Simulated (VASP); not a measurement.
# Pb8N in VASP: further runs, part 2 of 2

VASP 6.6.1. Earlier steps stand in the parts before.

### 3 Single point, PBE

INCAR reads:

```
SYSTEM = Pb8N
  PREC = Accurate
  ENCUT = 520
  EDIFF = 1E-6
  ISMEAR = 0
  SIGMA = 0.1
  LREAL = .False.
  LASPH = .True.
  NELM = 120
  ALGO = Normal
  ISIF = 2
  LWAVE = .False.
  LCHARG = .True.
  LDIPOL = .True.
  IDIPOL = 3
  DIPOL = 0.5 0.5 0.306
  GGA = PE
  LELF = .True.
  LVHAR = .True.
  LVACPOTAV = .True.
  NBANDS = 68
  GGA_COMPAT = .False.
  NELMDL = -8
```

KPOINTS reads:

```
Automatic mesh
0
Gamma
  6 6 1
  0 0 0
```

POSCAR reads:

```
Pb8N
1.0
    7.1295023335      0.0000000000      0.0000000000
   -3.5647511668      6.1743301372      0.0000000000
    0.0000000000      0.0000000000     18.1234889141
Pb N
8 1
Direct
    0.3333333333      0.1666666667      0.2207080557
    0.3333333333      0.6666666667      0.2207080557
    0.8333333333      0.1666666667      0.2207080557
    0.8333333333      0.6666666667      0.2207080557
    0.1666666667      0.3333333333      0.3654643400
    0.1666666667      0.8333333333      0.3654643400
    0.6666666667      0.3333333333      0.3654643400
    0.6666666667      0.8333333333      0.3654643400
    0.3333333333      0.6666666667      0.4098956031
```

Potentials or basis: VASP PAW PBE potentials, release 64 (Pb_d, N).

Started as:

```sh
$ cat potpaw_PBE.64/Pb_d/POTCAR potpaw_PBE.64/N/POTCAR > POTCAR
$ mpirun -np 1 vasp_std > vasp.out
```

OUTCAR:

```text
SYSTEM = Pb8N
   PREC = Accurate
   ENCUT = 520
   EDIFF = 1E-6
   ISMEAR = 0
   LREAL = .False.
   LASPH = .True.
   NELM = 120
   ISIF = 2
   GGA = PE
   NELMDL = -8

 ion  position               nearest neighbor table
   1  0.333  0.167  0.221-   5 3.33   7 3.33   6 3.33   3 3.56   3 3.56   4 3.56   4 3.56   2 3.56
                             2 3.56
   2  0.333  0.667  0.221-   6 3.33   8 3.33   5 3.33   4 3.56   4 3.56   3 3.56   3 3.56   1 3.56
                             1 3.56
   3  0.833  0.167  0.221-   7 3.33   5 3.33   8 3.33   1 3.56   1 3.56   2 3.56   2 3.56   4 3.56
                             4 3.56
   4  0.833  0.667  0.221-   8 3.33   6 3.33   7 3.33   2 3.56   2 3.56   1 3.56   1 3.56   3 3.56
                             3 3.56
   5  0.167  0.333  0.365-   9 2.21   1 3.33   3 3.33   2 3.33   7 3.56   7 3.56   8 3.56   8 3.56
                             6 3.56   6 3.56
   6  0.167  0.833  0.365-   9 2.21   2 3.33   4 3.33   1 3.33   8 3.56   8 3.56   7 3.56   7 3.56
                             5 3.56   5 3.56
   7  0.667  0.333  0.365-   3 3.33   1 3.33   4 3.33   5 3.56   5 3.56   6 3.56   6 3.56   8 3.56
                             8 3.56
   8  0.667  0.833  0.365-   9 2.21   4 3.33   2 3.33   3 3.33   6 3.56   6 3.56   5 3.56   5 3.56
                             7 3.56   7 3.56
   9  0.333  0.667  0.410-   6 2.21   8 2.21   5 2.21

  LATTYP: Found a hexagonal cell.
 ALAT       =     7.1295023335
 C/A-ratio  =     2.5420412346

  Lattice vectors:

 A1 = (   7.1295023335,   0.0000000000,   0.0000000000)
 A2 = (  -3.5647511668,   6.1743301372,   0.0000000000)
 A3 = (   0.0000000000,   0.0000000000,  18.1234889141)

Analysis of symmetry for initial positions (statically):
=====================================================================
 Subroutine PRICEL returns:
 Original cell was already a primitive cell.

 Routine SETGRP: Setting up the symmetry group for a
 hexagonal supercell.

 Subroutine GETGRP returns: Found  6 space group operations
[... 143 lines left out ...]
   LRPA    =     F    only Hartree local field effects (RPA)
 non-spin polarized calculation
 Gauss-broadening in eV      SIGMA  =   0.10
  energy-cutoff  :      520.00
  volume of cell :      797.79
 maximum number of plane-waves:     21505
 NGX is ok and might be reduce to    54
   NGX = 27   NGY = 27   NGZ = 67

 dipolmoment           0.000000      0.000000     -0.007967 electrons x Angstroem

 number of electron     117.0000035 magnetization

 dipolmoment           0.000000      0.000000      0.100734 electrons x Angstroem

 Free energy of the ion-electron system (eV)
  ---------------------------------------------------
  ext. energy  EPLUGINS =         0.00000000
  ---------------------------------------------------
  free energy    TOTEN  =       -33.22722379 eV

  energy without entropy =      -33.22095132  energy(sigma->0) =      -33.22408756

 E-fermi :  -0.4050     XC(G=0):  -3.9599

 val. band max:       -0.4410643097   @ k =   0.5000   0.0000   0.0000
 cond. band min:      -0.2431979595   @ k =   0.5000   0.0000   0.0000
 fundamental gap:      0.1978663502
 Fermi energy:        -0.4049877208

 k-point     1 :       0.0000    0.0000    0.0000
  band No.  band energies     occupation
      1     -17.9068      2.00000
      2     -17.6835      2.00000
      3     -17.6549      2.00000
      4     -17.6549      2.00000
      5     -17.5932      2.00000
      6     -17.5932      2.00000
[... 486 lines left out ...]
     67       2.3447      0.00000
     68       2.4910      0.00000

------------------------ aborting loop because EDIFF is reached ----------------------------------------

  FORCE on cell =-STRESS in cart. coord.  units (eV):
  Direction    XX          YY          ZZ          XY          YZ          ZX
  --------------------------------------------------------------------------------------
  -------------------------------------------------------------------------------------
  Total        2.2832395      2.2832395      3.1587317     -0.0000000      0.0000000      0.0000000
  in kB        4.5853361      4.5853361      6.3435512     -0.0000000      0.0000000      0.0000000
  external PRESSURE =       5.1714078 kB  Pullay stress =       0.0000000 kB

 VOLUME and BASIS-vectors are now :
 -----------------------------------------------------------------------------
  energy-cutoff  :      520.00
  volume of cell :      797.79
      direct lattice vectors                 reciprocal lattice vectors
     7.129502333  0.000000000  0.000000000     0.140262245  0.080980445  0.000000000
    -3.564751167  6.174330137  0.000000000     0.000000000  0.161960889  0.000000000
     0.000000000  0.000000000 18.123488914     0.000000000  0.000000000  0.055177014

 POSITION                                       TOTAL-FORCE (eV/Angst)
 -----------------------------------------------------------------------------------
      1.78238      1.02906      4.00000         0.342232      0.197588     -0.227569
     -0.00000      4.11622      4.00000         0.000000     -0.000000     -0.571436
      5.34713      1.02906      4.00000        -0.342232      0.197588     -0.227569
      3.56475      4.11622      4.00000         0.000000     -0.395176     -0.227569
      0.00000      2.05811      6.62349         0.000000     -0.680495      0.445084
     -1.78238      5.14528      6.62349        -0.589326      0.340248      0.445084
      3.56475      2.05811      6.62349         0.000000     -0.000000     -0.093353
      1.78238      5.14528      6.62349         0.589326      0.340248      0.445084
     -0.00000      4.11622      7.42874         0.000000      0.000000      0.012243
 -----------------------------------------------------------------------------------
    total drift:                                0.000000     -0.000000     -0.000516

  FREE ENERGIE OF THE ION-ELECTRON SYSTEM (eV)
  ---------------------------------------------------
  free  energy   TOTEN  =       -33.2272237882 eV

  energy  without entropy=      -33.2209513221  energy(sigma->0) =      -33.22408756

 vacuum level on the upper side and lower side of the slab         3.687         3.272
```

OSZICAR:

```text
N       E                     dE             d eps       ncg     rms          rms(c)
DAV:   1     0.131179853634E+04    0.13118E+04   -0.51258E+04  1040   0.149E+03
DAV:   2     0.112900361278E+03   -0.11989E+04   -0.11804E+04  1036   0.435E+02
DAV:   3    -0.274346414274E+02   -0.14034E+03   -0.13834E+03  1160   0.197E+02
DAV:   4    -0.366887890184E+02   -0.92541E+01   -0.91938E+01  1128   0.577E+01
[... 20 lines left out ...]
DAV:  25    -0.332271974644E+02   -0.62869E-04   -0.43294E-06   720   0.125E-02    0.563E-03
DAV:  26    -0.332272085286E+02   -0.11064E-04   -0.85275E-07   684   0.729E-03    0.316E-03
DAV:  27    -0.332272201285E+02   -0.11600E-04   -0.18800E-06   748   0.750E-03    0.627E-04
DAV:  28    -0.332272230031E+02   -0.28745E-05   -0.21053E-07   644   0.268E-03    0.365E-04
DAV:  29    -0.332272237882E+02   -0.78513E-06   -0.62730E-08   604   0.234E-03
   1 F= -.33227224E+02 E0= -.33224088E+02  d E =-.627247E-02
```

Run time: 9.9 min. Hardware: 1 thread of Intel Xeon 6975P-C (Granite Rapids), shared host; peak memory 0.95 GiB.

What came out:

| Property | Result |
| --- | --- |
| Free energy | -33.2272 eV |
| Largest force | 0.813 eV/Å |
| Band gap on the k mesh | zero (an odd number of electrons rules out a gap without spin polarisation) |

Forces in eV/Å, atoms in the order of the input:
```
Pb   0.342  0.198 -0.228
Pb   0.000  0.000 -0.571
Pb  -0.342  0.198 -0.228
Pb   0.000 -0.395 -0.228
Pb   0.000 -0.680  0.445
Pb  -0.589  0.340  0.445
Pb   0.000  0.000 -0.093
Pb   0.589  0.340  0.445
N    0.000  0.000  0.012
```

Levels at points of the mesh, in eV from the Fermi level:
| k point | band 56 | band 57 | band 58 | band 59 | band 60 | band 61 |
| --- | --- | --- | --- | --- | --- | --- |
| (0.00, 0.00, 0.00) | -1.64 | -0.61 | -0.61 | 0.34 | 1.25 | 1.25 |
| (0.50, 0.00, 0.00) | -1.23 | -0.76 | -0.34 | -0.04 | 0.16 | 0.62 |

Caveat: spin-orbit coupling is left out, which moves the levels of the heavy elements.

### 4 Single point, PBE

INCAR reads:

```
SYSTEM = Pb8N
PREC = Accurate
ENCUT = 520
EDIFF = 1E-6
ISMEAR = 0
SIGMA = 0.1
LREAL = .FALSE.
LASPH = .TRUE.
NELM = 120
ALGO = Normal
ISIF = 2
LWAVE = .FALSE.
LCHARG = .FALSE.
LDIPOL = .TRUE.
IDIPOL = 3
DIPOL = 0.5 0.5 0.307
GGA = PE
NBANDS = 68
GGA_COMPAT = .FALSE.
NELMDL = -8
```

KPOINTS reads:

```
Automatic mesh
0
G
  6 6 1
  0 0 0
```

Changes to POSCAR since step 3:

```diff
@@ -16,2 +16,2 @@
     0.6666666667      0.8333333333      0.3654643400
-    0.3333333333      0.6666666667      0.4098956031
+    0.5000000000      0.5000000000      0.4167753793
```

Started as:

```sh
$ cat potpaw_PBE.64/Pb_d/POTCAR potpaw_PBE.64/N/POTCAR > POTCAR
$ mpirun -np 1 vasp_std > vasp.out
```

Wall time 11 min (1 thread of Intel Xeon 6975P-C (Granite Rapids), shared host); peak memory 0.92 GiB.

Results (log left out):

```
Free energy            : -33.2958 eV
Largest force          : 0.777 eV/Å
Band gap on the k mesh : zero (an odd number of electrons rules out a gap without spin polarisation)
```

Forces on the atoms (eV/Å):
```
Pb   0.000 -0.271 -0.454
Pb  -0.234  0.135 -0.454
Pb   0.000  0.000 -0.548
Pb   0.234  0.135 -0.454
Pb   0.334  0.193  0.674
Pb   0.000  0.000 -0.117
Pb  -0.334  0.193  0.674
Pb   0.000 -0.386  0.674
N    0.000  0.000  0.005
```

Levels at points of the mesh, in eV from the Fermi level:
| k point | band 54 | band 55 | band 56 | band 57 | band 58 | band 59 | band 60 | band 61 | band 62 | band 63 |
| --- | --- | --- | --- | --- | --- | --- | --- | --- | --- | --- |
| (0.00, 0.00, 0.00) | -2.17 | -2.17 | -1.41 | -0.93 | -0.93 | 0.48 | 1.65 | 1.77 | 1.77 | 2.17 |
| (0.50, 0.00, 0.00) | -1.64 | -1.13 | -0.75 | -0.53 | -0.17 | -0.11 | -0.09 | 0.37 | 0.88 | 1.57 |

Caveat: spin-orbit coupling is left out, which moves the levels of the heavy elements.

### 5 Summary

| cell | gap on the mesh (eV) | largest force (eV/Å) |
| --- | --- | --- |
| as given, atomic positions A | none | 0.36 |
| as given, atomic positions B | none | 0.81 |
| as given, atomic positions C | none | 0.78 |

Alike in all rows: task single point; level PBE; potentials or basis VASP PAW PBE potentials, release 64 (Pb_d, N); no spin polarisation; k mesh 6 × 6 × 1; cutoff (eV) 520; smearing gaussian 0.1 eV.

Caveats: spin-orbit coupling is left out, which moves the levels of the heavy elements.

Absolute energies hang on the potentials; compare differences alone.

The gap in the log of VASP goes by the Fermi energy; the results here count the filled bands.